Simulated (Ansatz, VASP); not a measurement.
One calculation of BN, two programs

File POSCAR:

```
BN
1.0
    2.5080409239      0.0000000000      0.0000000000
   -1.2467107647      2.1762310413      0.0000000000
   -0.6306650796     -1.0881155206      3.0225400000
N B
1 1
Direct
    0.6685060000      0.3323850000      0.9849990000
    0.9796430000      0.9834990000      0.0018060000
```

INCAR.step1

```
SYSTEM = BN
ALGO = Normal ; EDIFF = 1E-5
ENCUT = 520 ; GGA = PE
ISIF = 2 ; ISMEAR = -1
LASPH = .True. ; LREAL = .False.
LWAVE = .True. ; NBANDS = 11
NELM = 100 ; PREC = Accurate
SIGMA = 0.05
```

INCAR.step2

```
SYSTEM = BN
AEXX = 0.25 ; ALGO = Normal
EDIFF = 1E-6 ; ENCUT = 520
GGA = PE ; HFSCREEN = 0.3
ISIF = 2 ; ISMEAR = -1
ISTART = 1 ; LASPH = .True.
LCHARG = .True. ; LELF = .True.
LHFCALC = .True. ; LREAL = .False.
LVHAR = .True. ; LWAVE = .False.
NBANDS = 11 ; NELM = 100
PREC = Accurate ; PRECFOCK = Normal
SIGMA = 0.05
```

Contents of KPOINTS:

```
k-points
0
Gamma
  7 7 5
  0 0 0
```

File input:

```
crystal:
  lattice:
    - [2.5080409239, 0.0, 0.0]
    - [-1.2467107647, 2.1762310413, 0.0]
    - [-0.6306650796, -1.0881155206, 3.02254]
  atoms:
    - { symbol: "N", position: [0.668506, 0.332385, 0.984999] }
    - { symbol: B, position: [0.979643, 0.983499, 0.001806] }
hamiltonian:
  xc: { exchange: pbe, correlation: pbe, exx: { coeff: 0.25, omega: 0.3 } }
  pseudopotentials: { kind: paw }
kpoints:
  mp_grid: { grid: [7, 7, 5] }
  band_path:
    path:
      - [[0.0, 0.0, 0.0], [0.5, -0.5, 0.0], [0.5, -0.5, -0.5], [0.0, 0.0, -0.5], [0.0, 0.0, 0.0], [0.3772664522, 0.3772664522, -0.3772664522], [0.7093019284, -0.2906980716, -0.2093019284], [0.5, -0.5, 0.0]]
      - [[0.5, -0.5, -0.5], [0.6227335478, -0.3772664522, -0.6227335478]]
      - [[0.3772664522, 0.3772664522, -0.3772664522], [0.2906980716, 0.2906980716, -0.7906980716], [0.0, 0.0, -0.5]]
      - [[0.5, 0.0, -0.5], [0.0, 0.0, 0.0]]
    npoints: 4
scf:
  occupations: { method: fermi_dirac, width: 0.05 }
  n_extra_bands: 6
output:
  forces: true
  stress: true
  eigenvalues: true
  fatbands: false
```

Alike in both runs: functional PBE-based screened hybrid; k mesh 7 × 7 × 5; occupations fermi-dirac, width 0.05 eV; no spin polarisation.

```csv
,VASP,Ansatz
version,VASP 6.6.1,Ansatz 0.2.0
potentials or method,"VASP PAW PBE potentials, release 64 (N, B)",Ansatz PAW
plane-wave cutoff (eV),520,420
valence electrons in the cell,8,8
task,single point,band structure
```

VASP gave:

| Quantity | Value |
| --- | --- |
| gap on the k mesh at the Fermi level (eV) | 4.14 |
| pressure (GPa) | -0.2 |
| traceless stress, the component that is largest in VASP (GPa) | -9.60 |
| rms of the force components (eV/Å) | 1.620 |

Question: Estimate Ansatz's values.

Answer: gap on the k mesh at the Fermi level (eV): 4.15; pressure (GPa): -0.4; traceless stress, the component that is largest in VASP (GPa): -9.78; rms of the force components (eV/Å): 1.621.

VASP's potentials were made for PBE, not for PBE-based screened hybrid. Atom by atom the forces differ by 0.002 eV/Å (rms over components).

The k mesh is coarse, so the values compare programs but aren't converged.
